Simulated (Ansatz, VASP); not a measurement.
# Two plane-wave programs on AlHCl4

File INCAR:

```
SYSTEM = AlHCl4
PREC = Accurate
ENCUT = 600
EDIFF = 1E-6
ISMEAR = 0
SIGMA = 0.1
LREAL = .False.
LASPH = .True.
NELM = 80
ALGO = Fast
ISIF = 3
LWAVE = .False.
LCHARG = .False.
GGA = PE
IBRION = 2
NSW = 100
EDIFFG = -0.01
```

File KPOINTS:

```
Automatic mesh
0
Gamma
  10 10 6
  0 0 0
```

POSCAR

```
AlHCl4
1.0
    4.2871172260      0.0000000000      0.0000000000
    0.0000000000      4.2871172260      0.0000000000
    0.0000000000      0.0000000000      6.2632575822
Al H Cl
1 1 4
Direct
    0.5000000000      0.5000000000      0.0000000000
    0.0000000000      0.0000000000      0.5000000000
    0.5000000000      0.0000000000      0.2372205633
    0.5000000000      0.0000000000      0.7627794367
    0.0000000000      0.5000000000      0.7627794367
    0.0000000000      0.5000000000      0.2372205633
```

Input for Ansatz:

```yaml
crystal:
  lattice:
    - [4.287117226, 0.0, 0.0]
    - [0.0, 4.287117226, 0.0]
    - [0.0, 0.0, 6.2632575822]
  atoms:
    - { symbol: Al, position: [0.5, 0.5, 0.0] }
    - { symbol: H, position: [0.0, 0.0, 0.5] }
    - { symbol: Cl, position: [0.5, 0.0, 0.2372205633] }
    - { symbol: Cl, position: [0.5, 0.0, 0.7627794367] }
    - { symbol: Cl, position: [0.0, 0.5, 0.7627794367] }
    - { symbol: Cl, position: [0.0, 0.5, 0.2372205633] }
basis:
  ecutwfc: 420
kpoints:
  mp_grid: { grid: [10, 10, 6] }
hamiltonian:
  xc: pbe
scf:
  occupations: { method: gaussian, width: 0.1 }
output:
  forces: true
  stress: true
  eigenvalues: true
relax:
  adjacent_minimum: "off"
  f_tol: 0.01
  max_steps: 80
  cell: { stress_tol: 0.05 }
```

Change from the starting cell: species swapped into the CaSnF4 type (P4/mmm, No. 123).

Alike in both runs: task relaxation of cell and atoms; functional PBE; k mesh 10 × 10 × 6; occupations gaussian, width 0.1 eV; no spin polarisation.

|  | VASP | Ansatz |
| --- | --- | --- |
| version | VASP 6.6.1 | Ansatz 0.2.0 |
| potentials or method | VASP PAW PBE potentials, release 64 (Al, H, Cl), cutoff 600 eV | scalar-relativistic, plane waves, PAW |
| valence electrons in the cell | 32 | 32 |

|  | VASP | Ansatz | Ansatz less VASP |
| --- | --- | --- | --- |
| gap on the k mesh at the Fermi level, each at its own relaxed structure (eV) | none | none | - |
| relaxed volume (Å³/atom) | 19.12 | 19.14 | +0.022 |
| relaxed length of the cell vector where the two differ most in proportion (Å) | 6.256 | 6.262 | +0.0059 |

A gap of «none» marks a metal or a gap that the smearing closes.
